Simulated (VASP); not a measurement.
Set up this calculation in VASP 6.6.1, as the native input.

```yaml
Task: single point
Functional: PBE
Potentials_or_basis: VASP PAW PBE potentials, release 64 (Mg, O)
Cutoff: 520 eV
k_mesh: 5 × 5 × 5
Occupations: gaussian, width 0.02 eV
Spin: no spin polarisation
Dipole_correction: no
Further_INCAR_settings: LREAL = Auto; ALGO = Normal; EDIFF = 1e-06; NBANDS = 42
```

The structure of Mg8O7 lies in POSCAR:

```
Mg8O7
1.0
   -4.2761220000      4.2759680000      0.0010510000
    0.0009320000      4.2758490000     -4.2752950000
   -4.2741790000      0.0008920000     -4.2734700000
Mg O
8 7
Direct
    0.9985595564      0.9985792882      0.5026841825
    0.9985745560      0.5003636976      0.5025720106
    0.9994246879      0.9994786457      0.0018105788
    0.9985028579      0.5004012185      0.0008369819
    0.5003209747      0.9985947909      0.5026939455
    0.4994210845      0.4995031734      0.5016849669
    0.5003596814      0.9985889074      0.0008370645
    0.5002794153      0.5003681169      0.0008627114
    0.2492682341      0.7494635053      0.7517474123
    0.2493334321      0.2493849600      0.7517543221
    0.2493637433      0.7494303177      0.2516676698
    0.7493481648      0.7493946915      0.7517296017
    0.7493424474      0.2493684014      0.7517580571
    0.7493530973      0.7494527961      0.2516829699
    0.7493936996      0.2493403555      0.2517300091
```

One way to write it, as run:

INCAR

```
SYSTEM = Mg8O7
ALGO = Normal
EDIFF = 1E-6
ENCUT = 520
GGA = PE
ISIF = 2
ISMEAR = 0
LASPH = .True.
LCHARG = .True.
LELF = .True.
LREAL = Auto
LVHAR = .True.
LWAVE = .False.
NBANDS = 42
NELM = 80
PREC = Accurate
SIGMA = 0.02
```

KPOINTS

```
k-points
0
Gamma
  5 5 5
  0 0 0
```

Potentials or basis: VASP PAW PBE potentials, release 64 (Mg, O).

Command:

```sh
$ cat potpaw_PBE.64/Mg/POTCAR potpaw_PBE.64/O/POTCAR > POTCAR
$ mpirun -np 1 vasp_std > vasp.out
```

It gave:

The pressure is -0.7 GPa. The largest force is 0.020 eV/Å and the band gap on the k mesh is 2.43 eV, indirect (least direct gap 2.69 eV).

It took 12 min on 1 thread of Intel(R) Xeon(R) Platinum 8375C CPU @ 2.90GHz (Ice Lake), with other jobs on the host, peak memory 0.47 GiB.
